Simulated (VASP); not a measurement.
# PbS (F-43m) in VASP: elastic constants with r2SCAN

Aim: the elastic constants of PbS with r2SCAN.

Everything below comes from runs of VASP 6.6.1. Logs are shortened: lines on timing, memory, paths and dates and some standing lists are left out, and cuts for length are marked.

**1. The cell of the first run**

It takes space group F-43m (No. 216, cubic). The conventional cell has a = 6.602 Å, b = 6.602 Å, c = 6.602 Å, α = 90.00°, β = 90.00°, γ = 90.00°. Within 3.8 Å of Pb (site symmetry -43m) lie 4 S at 2.86 Å. Within 3.8 Å of S (site symmetry -43m) lie 4 Pb at 2.86 Å.

**2. Elastic constants, r2SCAN**

The input, INCAR:

```
PREC = Accurate
ENCUT = 600
EDIFF = 1E-8
ISMEAR = 0
SIGMA = 0.05
LREAL = False
LASPH = True
NELM = 100
ALGO = Normal
ISIF = 3
LWAVE = False
LCHARG = True
METAGGA = R2SCAN
LMIXTAU = True
NBANDS = 17
IBRION = 6
NFREE = 2
POTIM = 0.015
NSW = 1
```

The input, KPOINTS:

```
Automatic mesh
0
Gamma
  6 6 6
```

The input, POSCAR:

```
PbS
1.0
    0.0000000000      3.3008065408      3.3008065408
    3.3008065408      0.0000000000      3.3008065408
    3.3008065408      3.3008065408      0.0000000000
Pb S
1 1
Direct
    0.0000000000      0.0000000000      0.0000000000
    0.2500000000      0.2500000000      0.2500000000
```

Potentials or basis: VASP PAW PBE potentials, release 64 (Pb_d, S).

Started as:

```sh
$ cat potpaw_PBE.64/Pb_d/POTCAR potpaw_PBE.64/S/POTCAR > POTCAR
$ mpirun -np 1 vasp_std > vasp.out
```

OUTCAR:

```text
PREC = Accurate
   ENCUT = 600
   EDIFF = 1E-8
   ISMEAR = 0
   LREAL = False
   LASPH = True
   NELM = 100
   ISIF = 3
   METAGGA = R2SCAN
   IBRION = 6
   NFREE = 2
   POTIM = 0.015
   NSW = 1

 ion  position               nearest neighbor table
   1  0.000  0.000  0.000-   2 2.86   2 2.86   2 2.86   2 2.86
   2  0.250  0.250  0.250-   1 2.86   1 2.86   1 2.86   1 2.86

  LATTYP: Found a face centered cubic cell.
 ALAT       =     6.6016130816

  Lattice vectors:

 A1 = (   0.0000000000,   3.3008065408,   3.3008065408)
 A2 = (   3.3008065408,   0.0000000000,   3.3008065408)
 A3 = (   3.3008065408,   3.3008065408,   0.0000000000)

Analysis of symmetry for initial positions (statically):
=====================================================================
 Subroutine PRICEL returns:
 Original cell was already a primitive cell.

 Routine SETGRP: Setting up the symmetry group for a
 face centered cubic supercell.

 Subroutine GETGRP returns: Found 24 space group operations
 (whereof 24 operations were pure point group operations)
 out of a pool of 48 trial point group operations.

The static configuration has the point symmetry T_d .

Analysis of symmetry for dynamics (positions and initial velocities):
=====================================================================
 Subroutine PRICEL returns:
 Original cell was already a primitive cell.

 Routine SETGRP: Setting up the symmetry group for a
 face centered cubic supercell.

 Subroutine GETGRP returns: Found 24 space group operations
 (whereof 24 operations were pure point group operations)
 out of a pool of 48 trial point group operations.

The dynamic configuration has the point symmetry T_d .

 Subroutine INISYM returns: Found 24 space group operations
[... 338 lines left out ...]
  band No.  band energies     occupation
      1     -14.5440      2.00000
      2     -14.5434      2.00000
      3     -14.5426      2.00000
      4     -14.5012      2.00000
      5     -14.5012      2.00000
      6     -10.5041      2.00000
[... 457 lines left out ...]
      4     -14.5017      2.00000
      5     -14.4959      2.00000
      6      -9.6934      2.00000
[... 9 lines left out ...]
     16      12.1034      0.00000
     17      12.3393      0.00000

 [... further k-points ...]

------------------------ aborting loop because EDIFF is reached ----------------------------------------

  FORCE on cell =-STRESS in cart. coord.  units (eV):
  Direction    XX          YY          ZZ          XY          YZ          ZX
  --------------------------------------------------------------------------------------
  -------------------------------------------------------------------------------------
  Total        0.0149409      0.0155989      0.0155989      0.0000000      0.0545990      0.0000000
  in kB        0.3328106      0.3474672      0.3474672      0.0000000      1.2162006      0.0000000
  external PRESSURE =       0.3425817 kB  Pullay stress =       0.0000000 kB
[... 17 lines left out ...]
  FREE ENERGIE OF THE ION-ELECTRON SYSTEM (eV)
  ---------------------------------------------------
  free  energy   TOTEN  =       -65.1122298662 eV

  energy  without entropy=      -65.1122298662  energy(sigma->0) =      -65.11222987

 INTERNAL STRAIN TENSORS FROM STRAINED CELLS
 ============================================

 INTERNAL STRAIN TENSOR FOR ION    1 for displacements in x,y,z  (eV/Angst):
          X           Y           Z          XY          YZ          ZX
  --------------------------------------------------------------------------------
  x     0.00000     0.00000     0.00000     0.00000     3.64888    -0.00000
  y     0.00000    -0.00000     0.00000     0.00000     0.00000     3.64852
  z     0.00000     0.00000     0.00000     3.64779     0.00000     0.00000

 INTERNAL STRAIN TENSORS FROM DISPLACED ATOMS
 ============================================

 INTERNAL STRAIN TENSOR FOR ION    1 for displacements in x,y,z  (eV/Angst):
          X           Y           Z          XY          YZ          ZX
  --------------------------------------------------------------------------------
  x     0.00000     0.00000     0.00000     0.00000     3.64411     0.00000
  y     0.00000     0.00000     0.00000     0.00000     0.00000     3.64411
  z     0.00000     0.00000     0.00000     3.64411     0.00000     0.00000

 INTERNAL STRAIN TENSOR FOR ION    2 for displacements in x,y,z  (eV/Angst):
          X           Y           Z          XY          YZ          ZX
  --------------------------------------------------------------------------------
  x     0.00000    -0.00000    -0.00000     0.00000    -3.64039     0.00000
  y     0.00000     0.00000     0.00000     0.00000     0.00000    -3.64039
  z    -0.00000    -0.00000     0.00000    -3.64039     0.00000     0.00000

 Eigenvectors and eigenvalues of the dynamical matrix
 ----------------------------------------------------

   1 f  =    5.255474 THz    33.021115 2PiTHz  175.303732 cm-1    21.734883 meV
             X         Y         Z           dx          dy          dz
      0.000000  0.000000  0.000000     0.000000    0.366582    0.000000
      1.650403  1.650403  1.650403     0.000000   -0.930386    0.000000
[... 21 lines left out ...]
   6 f/i=    0.002806 THz     0.017631 2PiTHz    0.093601 cm-1     0.011605 meV
             X         Y         Z           dx          dy          dz
      0.000000  0.000000  0.000000     0.000000    0.000000    0.930386
      1.650403  1.650403  1.650403     0.000000    0.000000    0.366582

--------------------------------------------------------------------------------------------------------

 ELASTIC MODULI CONTR FROM IONIC RELAXATION (kBar)
 Direction    XX          YY          ZZ          XY          YZ          ZX
 --------------------------------------------------------------------------------
 XX          -0.0000     -0.0000     -0.0000     -0.0000     -0.0000      0.0000
 YY          -0.0000     -0.0000     -0.0000     -0.0000     -0.0000     -0.0000
 ZZ          -0.0000     -0.0000     -0.0000     -0.0000     -0.0000      0.0000
 XY          -0.0000     -0.0000     -0.0000    -94.0560      0.0000      0.0000
 YZ          -0.0000     -0.0000     -0.0000      0.0000    -94.0560      0.0000
 ZX           0.0000     -0.0000      0.0000      0.0000      0.0000    -94.0560
 --------------------------------------------------------------------------------

 TOTAL ELASTIC MODULI (kBar)
 Direction    XX          YY          ZZ          XY          YZ          ZX
 --------------------------------------------------------------------------------
 XX         400.3862    379.9062    379.9062     -0.0000     -0.0000      0.0000
 YY         379.9062    400.3862    379.9062     -0.0000     -0.0000     -0.0000
 ZZ         379.9062    379.9062    400.3862      0.0000     -0.0000      0.0000
 XY          -0.0000     -0.0000      0.0000    -77.1318      0.0000      0.0000
 YZ          -0.0000     -0.0000     -0.0000      0.0000    -77.1318      0.0000
 ZX           0.0000     -0.0000      0.0000      0.0000      0.0000    -77.1318
 --------------------------------------------------------------------------------
```

stdout:

```text
POSCAR found type information on POSCAR PbS
 POSCAR found :  2 types and       2 ions
 scaLAPACK will be used
 -----------------------------------------------------------------------------
|                                                                             |
|                                                                             |
|     You enforced a specific xc type in the INCAR file but a different       |
|     I HOPE YOU KNOW WHAT YOU ARE DOING!                                     |
[... 32 lines left out ...]
 Finite differences progress:
 bond charge predicted
 Finite differences progress:
 bond charge predicted
 Finite differences progress:
 bond charge predicted
 Finite differences progress:
 bond charge predicted
 Finite differences progress:
 bond charge predicted
 Finite differences progress:
 bond charge predicted
 Finite differences progress:
```

It took 2.4 h on 1 thread of Oxide Virtual Turin-like, shared host; peak memory 0.35 GiB.

Results:

```yaml
Elastic_constants_C11_C12_C44: 40, 38, -8 GPa
Voigt_bulk_modulus: 39 GPa
Highest_phonon_frequency_at_Γ_LO-TO_splitting_left_out: 175 cm⁻¹
```

Phonon frequencies in cm⁻¹ (negative: imaginary):
| q point | frequencies |
| --- | --- |
| (0.000, 0.000, 0.000) | 0 0 0 175 175 175 |

Elastic tensor in Voigt notation (GPa, in the Cartesian axes of the cell as first typed):
```
40 38 38  0  0  0
38 40 38  0  0  0
38 38 40  0  0  0
 0  0  0 -8  0  0
 0  0  0  0 -8  0
 0  0  0  0  0 -8
```

Clamped-ion elastic tensor (GPa):
```
40 38 38  0  0  0
38 40 38  0  0  0
38 38 40  0  0  0
 0  0  0  2  0  0
 0  0  0  0  2  0
 0  0  0  0  0  2
```

Caveat: the elastic tensor has a negative eigenvalue, so either the cell is unstable as it stands or the mesh is too thin; the PAW data sets were made with another functional, which shifts forces and pressure a little; spin-orbit coupling is left out, which moves the levels of the heavy elements.
